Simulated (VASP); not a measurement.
# MgO (Pm-3m) in VASP: a series of runs

The runs below take MgO through vibrations by perturbation theory, with PBE.

Everything below comes from runs of VASP 6.6.1. Logs are shortened: lines on timing, memory, paths and dates and some standing lists are left out, and cuts for length are marked.

**1. The cell of the first run**

Symmetry: Pm-3m, No. 221, cubic system. Conventional cell: a = 2.676 Å, b = 2.676 Å, c = 2.676 Å, α = 90.00°, β = 90.00°, γ = 90.00°. Within 3.1 Å of Mg (site symmetry m-3m) lie 8 O at 2.32 Å and 6 Mg at 2.68 Å. Within 3.1 Å of O (site symmetry m-3m) lie 8 Mg at 2.32 Å and 6 O at 2.68 Å.

**2. Vibrations by perturbation theory, PBE**

The input, INCAR:

```
SYSTEM = MgO
ALGO     = Normal         ! electronic algorithm
EDIFF    = 1E-8           ! SCF threshold, eV
ENCUT    = 520            ! plane-wave cutoff, eV
GGA      = PE             ! functional
IBRION   = 8              ! ionic algorithm
ISIF     = 2              ! what is computed and relaxed
ISMEAR   = 0              ! smearing method
LASPH    = .TRUE.         ! aspherical terms in the spheres
LCHARG   = .FALSE.        ! write CHGCAR
LEPSILON = .TRUE.         ! dielectric tensor by DFPT
LREAL    = .FALSE.        ! projectors in reciprocal space
LWAVE    = .FALSE.        ! write WAVECAR
NELM     = 100            ! most SCF steps
NSW      = 1              ! ionic steps
PREC     = Accurate       ! precision mode
SIGMA    = 0.01           ! smearing width, eV
```

The input, KPOINTS:

```
k-points
0
G
  10 10 10
  0 0 0
```

The input, POSCAR:

```
MgO
1.0
    2.6764000000      0.0000000000      0.0000000000
    0.0000000000      2.6764000000      0.0000000000
    0.0000000000      0.0000000000      2.6764000000
Mg O
1 1
Direct
    0.0000000000      0.0000000000      0.0000000000
    0.5000000000      0.5000000000      0.5000000000
```

Potentials or basis: VASP PAW PBE potentials, release 64 (Mg, O).

Run with:

```sh
$ cat potpaw_PBE.64/Mg/POTCAR potpaw_PBE.64/O/POTCAR > POTCAR
$ mpirun -np 1 vasp_std > vasp.out
```

OUTCAR:

```text
SYSTEM = MgO
   EDIFF = 1E-8
   ENCUT = 520
   GGA = PE
   IBRION = 8
   ISIF = 2
   ISMEAR = 0
   LASPH = .TRUE.
   LEPSILON = .TRUE.
   LREAL = .FALSE.
   NELM = 100
   NSW = 1
   PREC = Accurate

 ion  position               nearest neighbor table
   1  0.000  0.000  0.000-   2 2.32   2 2.32   2 2.32   2 2.32   2 2.32   2 2.32   2 2.32   2 2.32

   2  0.500  0.500  0.500-   1 2.32   1 2.32   1 2.32   1 2.32   1 2.32   1 2.32   1 2.32   1 2.32

  LATTYP: Found a simple cubic cell.
 ALAT       =     2.6764000000

  Lattice vectors:

 A1 = (   2.6764000000,   0.0000000000,   0.0000000000)
 A2 = (   0.0000000000,   2.6764000000,   0.0000000000)
 A3 = (   0.0000000000,   0.0000000000,   2.6764000000)

Analysis of symmetry for initial positions (statically):
=====================================================================
 Subroutine PRICEL returns:
 Original cell was already a primitive cell.

 Routine SETGRP: Setting up the symmetry group for a
 simple cubic supercell.

 Subroutine GETGRP returns: Found 48 space group operations
 (whereof 48 operations were pure point group operations)
 out of a pool of 48 trial point group operations.

The static configuration has the point symmetry O_h .

Analysis of symmetry for dynamics (positions and initial velocities):
=====================================================================
 Subroutine PRICEL returns:
 Original cell was already a primitive cell.

 Routine SETGRP: Setting up the symmetry group for a
 simple cubic supercell.

 Subroutine GETGRP returns: Found 48 space group operations
 (whereof 48 operations were pure point group operations)
 out of a pool of 48 trial point group operations.

The dynamic configuration has the point symmetry O_h .

[... 496 lines left out ...]

 INTERNAL STRAIN TENSOR  FOR ION    2  DIRECTION 1   (eV/Angst):
 -----------------------------------------------------------------------------
    -0.00831  0.00000  0.00000
     0.00000  0.01287  0.00000
    -0.00000  0.00000  0.01287

 MACROSCOPIC STATIC DIELECTRIC TENSOR (including local field effects in DFT)
 ------------------------------------------------------
           3.839326     0.000000    -0.000000
           0.000000     3.839326    -0.000000
           0.000000     0.000000     3.839326
 ------------------------------------------------------

 PIEZOELECTRIC TENSOR (including local field effects)  for field in x, y, z        (e  Angst)
          XX          YY          ZZ          XY          YZ          ZX
  --------------------------------------------------------------------------------
  x     0.00000     0.00000     0.00000     0.00000     0.00000     0.00000
  y     0.00000     0.00000     0.00000     0.00000     0.00000     0.00000
  z     0.00000     0.00000     0.00000     0.00000     0.00000     0.00000

 PIEZOELECTRIC TENSOR (including local field effects)  for field in x, y, z        (C/m^2)
          XX          YY          ZZ          XY          YZ          ZX
  --------------------------------------------------------------------------------
  x     0.00000     0.00000     0.00000     0.00000     0.00000     0.00000
  y     0.00000     0.00000     0.00000     0.00000     0.00000     0.00000
  z     0.00000     0.00000     0.00000     0.00000     0.00000     0.00000

 BORN EFFECTIVE CHARGES (including local field effects) (in |e|, cummulative output)
 ---------------------------------------------------------------------------------
 ion    1
    1     2.14683     0.00000     0.00000
    2     0.00000     2.14683     0.00000
    3     0.00000    -0.00000     2.14683
 ion    2
    1    -2.14683     0.00000     0.00000
    2    -0.00000    -2.14683    -0.00000
    3    -0.00000     0.00000    -2.14683

 INTERNAL STRAIN TENSOR FOR ION    2 for displacements in x,y,z  (eV/Angst):
          X           Y           Z          XY          YZ          ZX
  --------------------------------------------------------------------------------
  x     0.00000     0.00000     0.00000     0.00000     0.00000     0.00000
  y     0.00000     0.00000     0.00000     0.00000     0.00000     0.00000
  z     0.00000     0.00000     0.00000     0.00000     0.00000     0.00000

 SECOND DERIVATIVES (NOT SYMMETRIZED)
 ------------------------------------
               1X          1Y          1Z          2X          2Y          2Z
  1X    -0.009203   -0.000000   -0.000000    0.009203    0.000000    0.000000
  1Y    -0.000000   -0.009203   -0.000000    0.000000    0.009203    0.000000
  1Z    -0.000000   -0.000000   -0.009203    0.000000    0.000000    0.009203
  2X     0.013501    0.000000    0.000000   -0.013501   -0.000000    0.000000
  2Y     0.000000    0.013501   -0.000000   -0.000000   -0.013501    0.000000
  2Z     0.000000    0.000000    0.013501   -0.000000   -0.000000   -0.013501

 Eigenvectors and eigenvalues of the dynamical matrix
 ----------------------------------------------------

   1 f  =    0.548752 THz     3.447913 2PiTHz   18.304408 cm-1     2.269456 meV
             X         Y         Z           dx          dy          dz
      0.000000  0.000000  0.000000     0.559195   -0.000000   -0.000000
      1.338200  1.338200  1.338200    -0.829036   -0.000000    0.000000
[... 21 lines left out ...]
   6 f/i=    0.048533 THz     0.304943 2PiTHz    1.618895 cm-1     0.200717 meV
             X         Y         Z           dx          dy          dz
      0.000000  0.000000  0.000000    -0.224158   -0.798157    0.000000
      1.338200  1.338200  1.338200    -0.151198   -0.538366    0.000000

--------------------------------------------------------------------------------------------------------

 MACROSCOPIC STATIC DIELECTRIC TENSOR IONIC CONTRIBUTION
 ------------------------------------------------------
        3765.146758     0.000000     0.000000
           0.000000  3765.146758    -0.000000
           0.000000    -0.000000  3765.146758
 ------------------------------------------------------

 ELASTIC MODULI CONTR FROM IONIC RELAXATION (kBar)
 Direction    XX          YY          ZZ          XY          YZ          ZX
 --------------------------------------------------------------------------------
 XX           0.0000      0.0000      0.0000      0.0000      0.0000      0.0000
 YY           0.0000      0.0000      0.0000      0.0000      0.0000      0.0000
 ZZ           0.0000      0.0000      0.0000      0.0000      0.0000      0.0000
 XY           0.0000      0.0000      0.0000      0.0000      0.0000      0.0000
 YZ           0.0000      0.0000      0.0000      0.0000      0.0000      0.0000
 ZX           0.0000      0.0000      0.0000      0.0000      0.0000      0.0000
 --------------------------------------------------------------------------------

 PIEZOELECTRIC TENSOR IONIC CONTR  for field in x, y, z        (C/m^2)
          XX          YY          ZZ          XY          YZ          ZX
  --------------------------------------------------------------------------------
  x     0.00000     0.00000     0.00000     0.00000     0.00000     0.00000
  y     0.00000     0.00000     0.00000     0.00000     0.00000     0.00000
  z     0.00000     0.00000     0.00000     0.00000     0.00000     0.00000
```

OSZICAR:

```text
N       E                     dE             d eps       ncg     rms          rms(c)
DAV:   1     0.115978928388E+02    0.11598E+02   -0.47374E+03  1056   0.878E+02
[... 136 lines left out ...]
RMM:   5    -0.358972457090E+00    0.50203E-04   -0.86958E-06  3154   0.306E-02    0.167E-03
RMM:   6    -0.358962893835E+00    0.95633E-05   -0.75228E-08  3298   0.293E-03    0.926E-04
RMM:   7    -0.358954826871E+00    0.80670E-05   -0.13525E-08  3297   0.144E-03    0.660E-05
RMM:   8    -0.358954392922E+00    0.43395E-06   -0.31248E-11  3265   0.728E-05    0.246E-05
RMM:   9    -0.358954216373E+00    0.17655E-06   -0.18651E-11  3339   0.656E-05    0.351E-06
RMM:  10    -0.358954306801E+00   -0.90427E-07   -0.46305E-12  3061   0.834E-06    0.307E-07
RMM:  11    -0.358954312796E+00   -0.59956E-08    0.24741E-13  2148   0.411E-06    0.102E-07
 Linear response finished
```

stdout:

```text
POSCAR found type information on POSCAR MgO
 POSCAR found :  2 types and       2 ions
 scaLAPACK will be used
 LDA part: xc-table for (Slater+PW92), standard interpolation
 POSCAR, INCAR and KPOINTS ok, starting setup
 FFT: planning ... GRIDC
 FFT: planning ... GRID_SOFT
 FFT: planning ... GRID
 WAVECAR not read
 entering main loop
[... 23 lines left out ...]
  Direction:   3
 dielectric tensor                  component  3 :    -0.241    -0.291     3.839
 Linear response DOF=           2
 Linear response progress:
 first order change of Fermi-energy   0.34589E-04
 force on displaced ion       1 direction 1 :  -0.009  -0.000   0.000
 Born effective charge ion    1 direction 1 :   2.145   0.000   0.000
 Linear response progress:
 first order change of Fermi-energy   0.50910E-03
 force on displaced ion       2 direction 1 :  -0.014   0.000  -0.000
 Born effective charge ion    2 direction 1 :  -2.148   0.000   0.000
 Born effective charges drift removed
 Linear response finished
```

Run time: 1.7 min. Hardware: 1 thread of Intel Xeon 6975P-C, shared host; peak memory 0.18 GiB.

What came out:

```
Electronic dielectric tensor (diagonal)                 : 3.84
Born charges (mean of the diagonal)                     : Mg +2.15; O -2.15 e
Highest phonon frequency at Γ, LO-TO splitting left out : 18 cm⁻¹
```

Phonon frequencies in cm⁻¹ (negative: imaginary):
| q point | frequencies |
| --- | --- |
| (0.000, 0.000, 0.000) | -2 -2 -2 18 18 18 |

Electronic dielectric tensor:
```
3.84 0.00 0.00
0.00 3.84 0.00
0.00 0.00 3.84
```

Born effective charge tensors (e):
atom 1, Mg
```
2.15 0.00 0.00
0.00 2.15 0.00
0.00 0.00 2.15
```
atom 2, O
```
-2.15  0.00  0.00
 0.00 -2.15  0.00
 0.00  0.00 -2.15
```

Caveat: the cell wasn't relaxed at this level first, which shifts response properties.

(Part 1 of 2 ends here.)
